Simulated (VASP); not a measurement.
# HfB (Fm-3m) in VASP: notebook, part 2 of 2

VASP 6.6.1.

## (4) Single point, PBE

This run uses another cell than the first one, of 14.12 Å³/atom.

File INCAR:

```
ALGO     = Normal         # electronic algorithm
EDIFF    = 1E-6           # SCF threshold, eV
ENCUT    = 520            # plane-wave cutoff, eV
GGA      = PE             # functional
ISIF     = 2              # what is computed and relaxed
ISMEAR   = 0              # smearing method
LASPH    = True           # aspherical terms in the spheres
LCHARG   = True           # write CHGCAR
LELF     = True           # ELF
LREAL    = False          # projectors in reciprocal space
LVHAR    = True         
LWAVE    = False          # write WAVECAR
NBANDS   = 21             # bands
NELM     = 80             # most SCF steps
PREC     = Accurate       # precision mode
SIGMA    = 0.1            # smearing width, eV
```

File KPOINTS:

```
k-points
0
Gamma
  12 12 10
```

File POSCAR:

```
HfB
1.0
    2.4168983057      2.4168983057      0.0000000000
   -2.4168983057      2.4168983057      0.0000000000
    0.0000000000      0.0000000000      4.8337966114
Hf B
2 2
Direct
    0.5000000000      0.5000000000      0.0000000000
    0.0000000000      0.0000000000      0.5000000000
    0.0000000000      0.0000000000      0.0000000000
    0.5000000000      0.5000000000      0.5000000000
```

Potentials or basis: VASP PAW PBE potentials, release 64 (Hf_pv, B).

Run with:

```console
$ cat potpaw_PBE.64/Hf_pv/POTCAR potpaw_PBE.64/B/POTCAR > POTCAR
$ mpirun -np 1 vasp_std > vasp.out
```

OUTCAR:

```text
EDIFF = 1E-6
   ENCUT = 520
   GGA = PE
   ISIF = 2
   ISMEAR = 0
   LASPH = True
   LREAL = False
   NELM = 80
   PREC = Accurate

 ion  position               nearest neighbor table
   1  0.500  0.500  0.000-   3 2.42   4 2.42   4 2.42   3 2.42   3 2.42   3 2.42   2 3.42   2 3.42
                             2 3.42   2 3.42   2 3.42   2 3.42   2 3.42   2 3.42
   2  0.000  0.000  0.500-   3 2.42   4 2.42   3 2.42   4 2.42   4 2.42   4 2.42   1 3.42   1 3.42
                             1 3.42   1 3.42   1 3.42   1 3.42   1 3.42   1 3.42
   3  0.000  0.000  0.000-   1 2.42   2 2.42   2 2.42   1 2.42   1 2.42   1 2.42
   4  0.500  0.500  0.500-   1 2.42   2 2.42   1 2.42   2 2.42   2 2.42   2 2.42

  LATTYP: Found a simple tetragonal cell.
 ALAT       =     3.4180103628
 C/A-ratio  =     1.4142135624

  Lattice vectors:

 A1 = (   2.4168983057,   2.4168983057,   0.0000000000)
 A2 = (  -2.4168983057,   2.4168983057,   0.0000000000)
 A3 = (   0.0000000000,   0.0000000000,   4.8337966114)

Analysis of symmetry for initial positions (statically):
[... 187 lines left out ...]
  ---------------------------------------------------
  ext. energy  EPLUGINS =         0.00000000
  ---------------------------------------------------
  free energy    TOTEN  =       -34.93146520 eV

  energy without entropy =      -34.92253685  energy(sigma->0) =      -34.92700103

 E-fermi :   4.2875     XC(G=0): -11.6682

 val. band max:        4.2754309350   @ k =   0.1667   0.0833   0.2000
 cond. band min:       4.3121621143   @ k =   0.0833   0.0000   0.5000
 fundamental gap:      0.0367311793
 Fermi energy:         4.2875399926

 k-point     1 :       0.0000    0.0000    0.0000
  band No.  band energies     occupation
      1     -25.1242      2.00000
      2     -24.8894      2.00000
      3     -24.8894      2.00000
      4     -24.7317      2.00000
      5     -24.7317      2.00000
      6     -24.7241      2.00000
[... 565 lines left out ...]
     20      11.1092      0.00000
     21      11.2410      0.00000

 [... further k-points ...]
[... 5 lines left out ...]
  --------------------------------------------------------------------------------------
  -------------------------------------------------------------------------------------
  Total       -0.0067156     -0.0067156      0.0837920      0.0000000      0.0000000      0.0000000
  in kB       -0.1905295     -0.1905295      2.3772667      0.0000000      0.0000000      0.0000000
  external PRESSURE =       0.6654025 kB  Pullay stress =       0.0000000 kB

 VOLUME and BASIS-vectors are now :
 -----------------------------------------------------------------------------
  energy-cutoff  :      520.00
  volume of cell :       56.47
      direct lattice vectors                 reciprocal lattice vectors
     2.416898306  2.416898306  0.000000000     0.206876722  0.206876722  0.000000000
    -2.416898306  2.416898306  0.000000000    -0.206876722  0.206876722  0.000000000
     0.000000000  0.000000000  4.833796611     0.000000000  0.000000000  0.206876722

 POSITION                                       TOTAL-FORCE (eV/Angst)
 -----------------------------------------------------------------------------------
      0.00000      2.41690      0.00000         0.000000      0.000000      0.000000
      0.00000      0.00000      2.41690        -0.000000      0.000000      0.000000
      0.00000      0.00000      0.00000        -0.000000     -0.000000      0.000000
      0.00000      2.41690      2.41690        -0.000000     -0.000000     -0.000000
 -----------------------------------------------------------------------------------
    total drift:                               -0.000000      0.000000     -0.000000

  FREE ENERGIE OF THE ION-ELECTRON SYSTEM (eV)
  ---------------------------------------------------
  free  energy   TOTEN  =       -34.9314652045 eV

  energy  without entropy=      -34.9225368499  energy(sigma->0) =      -34.92700103
```

OSZICAR:

```text
N       E                     dE             d eps       ncg     rms          rms(c)
DAV:   1     0.729196369667E+02    0.72920E+02   -0.14159E+04  7056   0.119E+03
DAV:   2    -0.346915533825E+02   -0.10761E+03   -0.10385E+03  8825   0.274E+02
DAV:   3    -0.383889689837E+02   -0.36974E+01   -0.36404E+01  9222   0.351E+01
DAV:   4    -0.384195005098E+02   -0.30532E-01   -0.30490E-01  8788   0.366E+00
DAV:   5    -0.384197734070E+02   -0.27290E-03   -0.27287E-03  8870   0.319E-01    0.759E+01
DAV:   6    -0.350411776666E+02    0.33786E+01   -0.11714E+01  7654   0.135E+01    0.482E+01
DAV:   7    -0.350029260206E+02    0.38252E-01   -0.20715E+00  8601   0.704E+00    0.988E+00
DAV:   8    -0.349317203805E+02    0.71206E-01   -0.36975E-01  7876   0.262E+00    0.133E+00
DAV:   9    -0.349314944246E+02    0.22596E-03   -0.11270E-02  8639   0.661E-01    0.304E-01
DAV:  10    -0.349314647446E+02    0.29680E-04   -0.24497E-04  8743   0.878E-02    0.419E-02
DAV:  11    -0.349314652045E+02   -0.45993E-06   -0.84638E-06  9142   0.154E-02
   1 F= -.34931465E+02 E0= -.34927001E+02  d E =-.892835E-02
```

stdout:

```text
POSCAR found type information on POSCAR HfB
 POSCAR found :  2 types and       4 ions
 scaLAPACK will be used
 LDA part: xc-table for (Slater+PW92), standard interpolation
 POSCAR, INCAR and KPOINTS ok, starting setup
 FFT: planning ... GRIDC
 FFT: planning ... GRID_SOFT
 FFT: planning ... GRID
 WAVECAR not read
 entering main loop
```

Run time: 2.7 min. Hardware: 1 thread of Intel Xeon 8259CL, shared host; peak memory 0.31 GiB.

What came out:

```
Free energy            : -34.9315 eV
Pressure               : 0.1 GPa
Band gap on the k mesh : zero (bands 13 and 14 overlap by 3.28 eV)
```

Levels at points of the mesh, in eV from the Fermi level:
| k point | band 10 | band 11 | band 12 | band 13 | band 14 | band 15 | band 16 | band 17 | band 18 | band 19 |
| --- | --- | --- | --- | --- | --- | --- | --- | --- | --- | --- |
| (0.00, 0.00, 0.00) | -0.78 | 1.94 | 1.94 | 2.05 | 2.05 | 2.05 | 3.57 | 3.57 | 3.58 | 3.71 |
| (0.50, 0.00, 0.00) | -2.77 | -1.08 | -1.08 | -0.73 | -0.73 | 4.15 | 4.15 | 5.90 | 5.90 | 6.37 |
| (0.50, 0.50, 0.00) | -1.25 | -0.78 | -0.78 | 1.94 | 1.94 | 1.95 | 1.95 | 5.39 | 5.39 | 6.77 |
| (0.00, 0.00, 0.50) | -1.61 | 0.36 | 0.36 | 1.35 | 1.35 | 1.35 | 1.35 | 4.47 | 4.47 | 6.40 |
| (0.50, 0.00, 0.50) | -4.48 | -1.14 | -1.14 | -1.14 | -1.14 | 5.65 | 5.65 | 5.66 | 5.66 | 6.48 |
| (0.50, 0.50, 0.50) | -1.36 | -1.36 | -1.36 | -1.23 | -1.23 | 4.87 | 4.87 | 4.87 | 4.87 | 6.69 |

Caveat: spin-orbit coupling is left out, which moves the levels of the heavy elements.

## (5) Overview

| cell | gap on the mesh (eV) | pressure (GPa) |
| --- | --- | --- |
| a = 3.315, b = 3.315, c = 4.689 Å, 4 atoms | none | 19.0 |
| a = 3.367, b = 3.367, c = 4.761 Å, 4 atoms | none | 8.7 |
| a = 3.418, b = 3.418, c = 4.834 Å, 4 atoms | none | 0.1 |

Alike in all rows: task single point; level PBE; potentials or basis VASP PAW PBE potentials, release 64 (Hf_pv, B); no spin polarisation; k mesh 12 × 12 × 10; cutoff (eV) 520; smearing gaussian 0.1 eV.

Caveats: spin-orbit coupling is left out, which moves the levels of the heavy elements; the cell stands under pressure (at least some runs).

Total energies depend on the potentials used, so only differences within one code and one set of settings carry meaning.
